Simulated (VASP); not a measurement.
# ScCu (Pm-3m) in VASP: a series of runs

Runs on ScCu. Level: LDA. Tasks: single point.

All numbers are computed with VASP 6.6.1; they aren't measurements. Logs are shortened: lines on timing, memory, paths and dates and some standing lists are left out, and cuts for length are marked.

## (1) The cell of the first run

Symmetry: Pm-3m, No. 221, cubic system. Conventional cell: a = 3.190 Å, b = 3.190 Å, c = 3.190 Å, α = 90.00°, β = 90.00°, γ = 90.00°. Within 3.6 Å of Sc (site symmetry m-3m) lie 8 Cu at 2.76 Å and 6 Sc at 3.19 Å. Cu (site symmetry m-3m) has 8 Sc at 2.76 Å and 6 Cu at 3.19 Å within 3.6 Å.

## (2) Single point, LDA (16.22 Å³/atom)

The input, INCAR:

```
  PREC = Accurate
  ENCUT = 520
  EDIFF = 1E-6
  ISMEAR = -1
  SIGMA = 0.05
  LREAL = F
  LASPH = T
  NELM = 80
  ALGO = Normal
  ISIF = 2
  LWAVE = F
  LCHARG = T
  GGA = CA
  LELF = T
  LVHAR = T
  NBANDS = 18
```

The input, KPOINTS:

```
Automatic mesh
0
Gamma
  11 11 11
```

The input, POSCAR:

```
ScCu
1.0
    3.1895323700      0.0000000000      0.0000000000
    0.0000000000      3.1895323700      0.0000000000
    0.0000000000      0.0000000000      3.1895323700
Sc Cu
1 1
Direct
    0.5000000000      0.5000000000      0.5000000000
    0.0000000000      0.0000000000      0.0000000000
```

Potentials or basis: VASP PAW LDA potentials, release 64 (Sc_sv, Cu).

Run with:

```console
$ cat potpaw_LDA.64/Sc_sv/POTCAR potpaw_LDA.64/Cu/POTCAR > POTCAR
$ mpirun -np 1 vasp_std > vasp.out
```

OUTCAR:

```text
PREC = Accurate
   ENCUT = 520
   EDIFF = 1E-6
   ISMEAR = -1
   LREAL = F
   LASPH = T
   NELM = 80
   ISIF = 2
   GGA = CA

 ion  position               nearest neighbor table
   1  0.500  0.500  0.500-   2 2.76   2 2.76   2 2.76   2 2.76   2 2.76   2 2.76   2 2.76   2 2.76

   2  0.000  0.000  0.000-   1 2.76   1 2.76   1 2.76   1 2.76   1 2.76   1 2.76   1 2.76   1 2.76

  LATTYP: Found a simple cubic cell.
 ALAT       =     3.1895323700

  Lattice vectors:

 A1 = (   3.1895323700,   0.0000000000,   0.0000000000)
 A2 = (   0.0000000000,   3.1895323700,   0.0000000000)
 A3 = (   0.0000000000,   0.0000000000,   3.1895323700)

Analysis of symmetry for initial positions (statically):
=====================================================================
 Subroutine PRICEL returns:
 Original cell was already a primitive cell.

 Routine SETGRP: Setting up the symmetry group for a
 simple cubic supercell.

 Subroutine GETGRP returns: Found 48 space group operations
 (whereof 48 operations were pure point group operations)
 out of a pool of 48 trial point group operations.

The static configuration has the point symmetry O_h .

Analysis of symmetry for dynamics (positions and initial velocities):
=====================================================================
 Subroutine PRICEL returns:
 Original cell was already a primitive cell.

 Routine SETGRP: Setting up the symmetry group for a
 simple cubic supercell.

 Subroutine GETGRP returns: Found 48 space group operations
 (whereof 48 operations were pure point group operations)
 out of a pool of 48 trial point group operations.

The dynamic configuration has the point symmetry O_h .

 Subroutine INISYM returns: Found 48 space group operations
 (whereof 48 operations are pure point group operations),
 and found     1 'primitive' translations

----------------------------------------------------------------------------------------

                                     Primitive cell

  volume of cell :      32.4475

  direct lattice vectors                    reciprocal lattice vectors
     3.189532370  0.000000000  0.000000000     0.313525584  0.000000000  0.000000000
     0.000000000  3.189532370  0.000000000     0.000000000  0.313525584  0.000000000
     0.000000000  0.000000000  3.189532370     0.000000000  0.000000000  0.313525584

  length of vectors
     3.189532370  3.189532370  3.189532370     0.313525584  0.313525584  0.313525584

  position of ions in fractional coordinates (direct lattice)
     0.500000000  0.500000000  0.500000000
[... 72 lines left out ...]
   ISPIN  =      1    spin polarized calculation?
   LNONCOLLINEAR =      F non collinear calculations
   LSORBIT =      F    spin-orbit coupling
   LASPH  =      T    aspherical Exc in radial PAW
   ENCUT  =  520.0 eV  38.22 Ry    6.18 a.u.   5.93  5.93  5.93*2*pi/ulx,y,z
   NELM   =     80;   NELMIN=  2; NELMDL= -5     # of ELM steps
   EDIFF  = 0.1E-05   stopping-criterion for ELM
   LREAL  =      F    real-space projection
   EDIFFG = 0.1E-04   stopping-criterion for IOM
   NSW    =      0    number of steps for IOM
   IBRION =     -1    ionic relax: 0-MD 1-quasi-New 2-CG
   NFREE  =      0    steps in history (QN), initial steepest desc. (CG)
   ISIF   =      2    stress and relaxation
   ISYM   =      2    0-nonsym 1-usesym 2-fastsym
   POTIM  = 0.5000    time-step for ionic-motion
   TEBEG  =    0.0;   TEEND  =   0.0 temperature during run
   PSTRESS=    0.0 pullay stress
   NELECT =      22.0000    total number of electrons
   NUPDOWN=      -1.0000    fix difference up-down
   EMIN   =  10.00;   EMAX   =-10.00  energy-range for DOS
   EFERMI =   0.00;   METHOD = LEGACY
   ISMEAR =    -1;   SIGMA  =   0.05  broadening in eV -4-tet -1-fermi 0-gaus
   EFERMI_NEDOS =   21; number of points for ismear=-14 and -15
   IALGO  =     38    algorithm
   IMIX   =      4    mixing-type and parameters
     AMIX     =   0.40;   BMIX     =  1.00
     AMIX_MAG =   1.60;   BMIX_MAG =  1.00
  volume/ion in A,a.u.               =      16.22       109.48
  Fermi-wavevector in a.u.,A,eV,Ry     =   1.438209  2.717821 28.142910  2.068446
  Thomas-Fermi vector in A             =   2.557201
   LORBIT       =      0    0 simple, 1 ext, 2 COOP (PROOUT), +10 PAW based schemes
   GGA     = CA    functional components
   LHFCALC =     F    Hartree Fock is set to
   AEXX    =    0.0000 exact exchange contribution
   IVDW    =     0    specifies the selected vdW correction
   LEPSILON=     F    determine dielectric tensor
   LRPA    =     F    only Hartree local field effects (RPA)
 non-spin polarized calculation
  energy-cutoff  :      520.00
  volume of cell :       32.45
 maximum number of plane-waves:       895
 NGX is ok and might be reduce to    24
   NGX = 11   NGY = 11   NGZ = 11

 number of electron      22.0000035 magnetization

 Free energy of the ion-electron system (eV)
  ---------------------------------------------------
  ext. energy  EPLUGINS =         0.00000000
  ---------------------------------------------------
  free energy    TOTEN  =       -11.96432450 eV

  energy without entropy =      -11.95044746  energy(sigma->0) =      -11.95738598

 E-fermi :   5.8072     XC(G=0): -11.7361

 val. band max:        5.7960881191   @ k =   0.2727   0.0909   0.0909
 cond. band min:       5.8182645820   @ k =   0.3636   0.2727   0.2727
 fundamental gap:      0.0221764629
 Fermi energy:         5.8072258291

 k-point     1 :       0.0000    0.0000    0.0000
  band No.  band energies     occupation
      1     -43.1324      2.00000
      2     -21.9788      2.00000
      3     -21.9788      2.00000
      4     -21.9788      2.00000
      5      -1.4868      2.00000
      6       1.6833      2.00000
[... 481 lines left out ...]
      5      -0.0373      2.00000
      6       1.9753      2.00000
[... 10 lines left out ...]
     17      14.6448      0.00000
     18      14.7952      0.00000

 [... further k-points ...]
[... 5 lines left out ...]
  --------------------------------------------------------------------------------------
  -------------------------------------------------------------------------------------
  Total       -0.3277692     -0.3277692     -0.3277692      0.0000000     -0.0000000      0.0000000
  in kB      -16.1844401    -16.1844401    -16.1844401      0.0000000     -0.0000000      0.0000000
  external PRESSURE =     -16.1844401 kB  Pullay stress =       0.0000000 kB

 VOLUME and BASIS-vectors are now :
 -----------------------------------------------------------------------------
  energy-cutoff  :      520.00
  volume of cell :       32.45
      direct lattice vectors                 reciprocal lattice vectors
     3.189532370  0.000000000  0.000000000     0.313525584  0.000000000  0.000000000
     0.000000000  3.189532370  0.000000000     0.000000000  0.313525584  0.000000000
     0.000000000  0.000000000  3.189532370     0.000000000  0.000000000  0.313525584

 POSITION                                       TOTAL-FORCE (eV/Angst)
 -----------------------------------------------------------------------------------
      1.59477      1.59477      1.59477         0.000000      0.000000      0.000000
      0.00000      0.00000      0.00000         0.000000      0.000000      0.000000
 -----------------------------------------------------------------------------------
    total drift:                                0.000000      0.000000     -0.000000

  FREE ENERGIE OF THE ION-ELECTRON SYSTEM (eV)
  ---------------------------------------------------
  free  energy   TOTEN  =       -11.9643245025 eV

  energy  without entropy=      -11.9504474648  energy(sigma->0) =      -11.95738598
```

Run time: 32 s. Hardware: 1 thread of Intel Xeon 8259CL, shared host; peak memory 0.15 GiB.

Results:

| Quantity | Value |
| --- | --- |
| Free energy | -11.9643 eV |
| Pressure | -1.6 GPa |
| Band gap on the k mesh | zero (bands 11 and 12 overlap by 1.99 eV) |

## (3) Single point, LDA (16.57 Å³/atom)

This run uses another cell than the first one, of 16.57 Å³/atom.

The input, INCAR:

```
SYSTEM = ScCu
ALGO = Normal
EDIFF = 1E-6
ENCUT = 520
ISIF = 2
ISMEAR = -1
LASPH = .TRUE.
LCHARG = .TRUE.
LELF = .TRUE.
LREAL = .FALSE.
LVHAR = .TRUE.
LWAVE = .FALSE.
NBANDS = 18
NELM = 100
PREC = Accurate
SIGMA = 0.05
```

The input, KPOINTS:

```
k-points
0
G
  11 11 11
  0 0 0
```

The input, POSCAR:

```
ScCu
1.0
    3.2119946056      0.0000000000      0.0000000000
    0.0000000000      3.2119946056      0.0000000000
    0.0000000000      0.0000000000      3.2119946056
Sc Cu
1 1
Direct
    0.5000000000      0.5000000000      0.5000000000
    0.0000000000      0.0000000000      0.0000000000
```

Potentials or basis: VASP PAW LDA potentials, release 64 (Sc_sv, Cu).

Run with:

```console
$ cat potpaw_LDA.64/Sc_sv/POTCAR potpaw_LDA.64/Cu/POTCAR > POTCAR
$ mpirun -np 1 vasp_std > vasp.out
```

OUTCAR:

```text
SYSTEM = ScCu
   EDIFF = 1E-6
   ENCUT = 520
   ISIF = 2
   ISMEAR = -1
   LASPH = .TRUE.
   LREAL = .FALSE.
   NELM = 100
   PREC = Accurate

 ion  position               nearest neighbor table
   1  0.500  0.500  0.500-   2 2.78   2 2.78   2 2.78   2 2.78   2 2.78   2 2.78   2 2.78   2 2.78

   2  0.000  0.000  0.000-   1 2.78   1 2.78   1 2.78   1 2.78   1 2.78   1 2.78   1 2.78   1 2.78

  LATTYP: Found a simple cubic cell.
 ALAT       =     3.2119946056

  Lattice vectors:

 A1 = (   3.2119946056,   0.0000000000,   0.0000000000)
 A2 = (   0.0000000000,   3.2119946056,   0.0000000000)
 A3 = (   0.0000000000,   0.0000000000,   3.2119946056)

Analysis of symmetry for initial positions (statically):
=====================================================================
 Subroutine PRICEL returns:
 Original cell was already a primitive cell.

 Routine SETGRP: Setting up the symmetry group for a
 simple cubic supercell.

 Subroutine GETGRP returns: Found 48 space group operations
 (whereof 48 operations were pure point group operations)
 out of a pool of 48 trial point group operations.

The static configuration has the point symmetry O_h .

[... 154 lines left out ...]
  ext. energy  EPLUGINS =         0.00000000
  ---------------------------------------------------
  free energy    TOTEN  =       -11.95262726 eV

  energy without entropy =      -11.93837845  energy(sigma->0) =      -11.94550285

 E-fermi :   5.6194     XC(G=0): -11.6311

 val. band max:        5.6059451926   @ k =   0.2727   0.2727   0.0000
 cond. band min:       5.6264988059   @ k =   0.4545   0.4545   0.0000
 fundamental gap:      0.0205536133
 Fermi energy:         5.6194097935

 k-point     1 :       0.0000    0.0000    0.0000
  band No.  band energies     occupation
      1     -43.3721      2.00000
      2     -22.2224      2.00000
      3     -22.2224      2.00000
      4     -22.2224      2.00000
      5      -1.5869      2.00000
      6       1.5880      2.00000
[... 481 lines left out ...]
      5      -0.1614      2.00000
      6       1.8693      2.00000
[... 10 lines left out ...]
     17      14.2857      0.00000
     18      14.4471      0.00000

 [... further k-points ...]
[... 5 lines left out ...]
  --------------------------------------------------------------------------------------
  -------------------------------------------------------------------------------------
  Total       -0.7463050     -0.7463050     -0.7463050      0.0000000      0.0000000      0.0000000
  in kB      -36.0829917    -36.0829917    -36.0829917      0.0000000      0.0000000      0.0000000
  external PRESSURE =     -36.0829917 kB  Pullay stress =       0.0000000 kB

 VOLUME and BASIS-vectors are now :
 -----------------------------------------------------------------------------
  energy-cutoff  :      520.00
  volume of cell :       33.14
      direct lattice vectors                 reciprocal lattice vectors
     3.211994606  0.000000000  0.000000000     0.311333026  0.000000000  0.000000000
     0.000000000  3.211994606  0.000000000     0.000000000  0.311333026  0.000000000
     0.000000000  0.000000000  3.211994606     0.000000000  0.000000000  0.311333026

 POSITION                                       TOTAL-FORCE (eV/Angst)
 -----------------------------------------------------------------------------------
      1.60600      1.60600      1.60600         0.000000      0.000000      0.000000
      0.00000      0.00000      0.00000         0.000000      0.000000      0.000000
 -----------------------------------------------------------------------------------
    total drift:                                0.000000      0.000000     -0.000000

  FREE ENERGIE OF THE ION-ELECTRON SYSTEM (eV)
  ---------------------------------------------------
  free  energy   TOTEN  =       -11.9526272573 eV

  energy  without entropy=      -11.9383784493  energy(sigma->0) =      -11.94550285
```

OSZICAR:

```text
N       E                     dE             d eps       ncg     rms          rms(c)
DAV:   1     0.204598896866E+03    0.20460E+03   -0.11175E+04  2080   0.172E+03
DAV:   2    -0.530428308887E+01   -0.20990E+03   -0.20505E+03  2040   0.407E+02
DAV:   3    -0.139117362547E+02   -0.86075E+01   -0.84586E+01  2784   0.116E+02
DAV:   4    -0.140418522520E+02   -0.13012E+00   -0.12984E+00  2900   0.136E+01
DAV:   5    -0.140439645823E+02   -0.21123E-02   -0.21122E-02  2772   0.147E+00    0.124E+01
DAV:   6    -0.135748997737E+02    0.46906E+00   -0.21641E+01  2048   0.103E+02    0.750E+00
DAV:   7    -0.120078517879E+02    0.15670E+01   -0.59752E+00  2646   0.485E+01    0.147E+00
DAV:   8    -0.119697732584E+02    0.38079E-01   -0.21009E-01  3106   0.435E+00    0.101E+00
DAV:   9    -0.119596758070E+02    0.10097E-01   -0.10958E-01  2976   0.743E+00    0.565E-01
DAV:  10    -0.119526956694E+02    0.69801E-02   -0.30269E-02  2874   0.370E+00    0.850E-02
DAV:  11    -0.119526239098E+02    0.71760E-04   -0.67409E-04  3336   0.472E-01    0.196E-02
DAV:  12    -0.119526271913E+02   -0.32814E-05   -0.25787E-05  3306   0.584E-02    0.453E-03
DAV:  13    -0.119526272573E+02   -0.66025E-07   -0.13424E-06  1652   0.201E-02
   1 F= -.11952627E+02 E0= -.11945503E+02  d E =-.142488E-01
```

stdout:

```text
POSCAR found type information on POSCAR ScCu
 POSCAR found :  2 types and       2 ions
 scaLAPACK will be used
 LDA part: xc-table for (Slater(with rela. corr.)+CA(PZ))
 , standard interpolation
 POSCAR, INCAR and KPOINTS ok, starting setup
 FFT: planning ... GRIDC
 FFT: planning ... GRID_SOFT
 FFT: planning ... GRID
 WAVECAR not read
 entering main loop
```

Run time: 30 s. Hardware: 1 thread of Intel Xeon 8259CL, shared host; peak memory 0.15 GiB.

What came out:

| Item | Value |
| --- | --- |
| Free energy | -11.9526 eV |
| Pressure | -3.6 GPa |
| Band gap on the k mesh | zero (bands 11 and 12 overlap by 1.93 eV) |

Caveat: the cell stands under tension.

## (4) Single point, LDA (16.91 Å³/atom)

This run uses another cell than the first one, of 16.91 Å³/atom.

The input, INCAR:

```
PREC = Accurate ; ENCUT = 520
EDIFF = 1E-6 ; ISMEAR = -1
SIGMA = 0.05 ; LREAL = False
LASPH = True ; NELM = 60
ALGO = Normal ; ISIF = 2
LWAVE = False ; LCHARG = False
GGA = CA ; NBANDS = 18
```

The input, KPOINTS:

```
regular mesh
0
Gamma
  11 11 11
```

The input, POSCAR:

```
ScCu
1.0
    3.2341469926      0.0000000000      0.0000000000
    0.0000000000      3.2341469926      0.0000000000
    0.0000000000      0.0000000000      3.2341469926
Sc Cu
1 1
Direct
    0.5000000000      0.5000000000      0.5000000000
    0.0000000000      0.0000000000      0.0000000000
```

Run with:

```console
$ cat potpaw_LDA.64/Sc_sv/POTCAR potpaw_LDA.64/Cu/POTCAR > POTCAR
$ mpirun -np 1 vasp_std > vasp.out
```

Run time: 30 s. Hardware: 1 thread of Intel Xeon 8259CL, shared host; peak memory 0.15 GiB.

It converged, with:

```yaml
Free_energy: -11.9328 eV
Pressure: -5.4 GPa
Band_gap_on_the_k_mesh: zero (bands 11 and 12 overlap by 1.88 eV)
```

Levels at points of the mesh, in eV from the Fermi level:
```csv
k point,band 7,band 8,band 9,band 10,band 11,band 12,band 13,band 14,band 15,band 16
"(0.00, 0.00, 0.00)",-3.94,-3.09,-3.09,-3.09,0.48,0.48,3.20,3.20,3.20,6.88
```

Caveat: the cell stands under tension.

## (5) Single point, LDA (17.09 Å³/atom)

This run uses another cell than the first one, of 17.09 Å³/atom.

The input, INCAR:

```
SYSTEM = ScCu
PREC = Accurate
ENCUT = 520
EDIFF = 1E-6
ISMEAR = -1
SIGMA = 0.05
LREAL = .False.
LASPH = .True.
NELM = 100
ALGO = Normal
ISIF = 2
LWAVE = .False.
LCHARG = .False.
GGA = CA
NBANDS = 18
```

The input, KPOINTS:

```
regular mesh
0
Gamma
  11 11 11
  0 0 0
```

The input, POSCAR:

```
ScCu
1.0
    3.2451102866      0.0000000000      0.0000000000
    0.0000000000      3.2451102866      0.0000000000
    0.0000000000      0.0000000000      3.2451102866
Sc Cu
1 1
Direct
    0.5000000000      0.5000000000      0.5000000000
    0.0000000000      0.0000000000      0.0000000000
```

Run with:

```console
$ cat potpaw_LDA.64/Sc_sv/POTCAR potpaw_LDA.64/Cu/POTCAR > POTCAR
$ mpirun -np 1 vasp_std > vasp.out
```

Run time: 29 s. Hardware: 1 thread of Intel Xeon 8259CL, shared host; peak memory 0.15 GiB.

The run converged. Its results:

```yaml
Free_energy: -11.9201 eV
Pressure: -6.2 GPa
Band_gap_on_the_k_mesh: zero (bands 11 and 12 overlap by 1.85 eV)
```

Levels at points of the mesh, in eV from the Fermi level:
```tsv
k point	band 9	band 10	band 11	band 12	band 13	band 14
(0.00, 0.00, 0.00)	-3.06	-3.06	0.48	0.48	3.16	3.16
```

Caveat: the cell stands under tension.

## (6) Overview

| cell | gap on the mesh (eV) | pressure (GPa) |
| --- | --- | --- |
| a = 3.190 Å, 2 atoms | none | -1.6 |
| a = 3.212 Å, 2 atoms | none | -3.6 |
| a = 3.234 Å, 2 atoms | none | -5.4 |
| a = 3.245 Å, 2 atoms | none | -6.2 |

Alike in all rows: task single point; level LDA; potentials or basis VASP PAW LDA potentials, release 64 (Sc_sv, Cu); no spin polarisation; k mesh 11 × 11 × 11; cutoff (eV) 520; smearing fermi-dirac 0.05 eV.

Caveats: the cell stands under tension (at least some runs).

Absolute energies hang on the potentials; compare differences alone.

The gap in the log of VASP goes by the Fermi energy; the results here count the filled bands.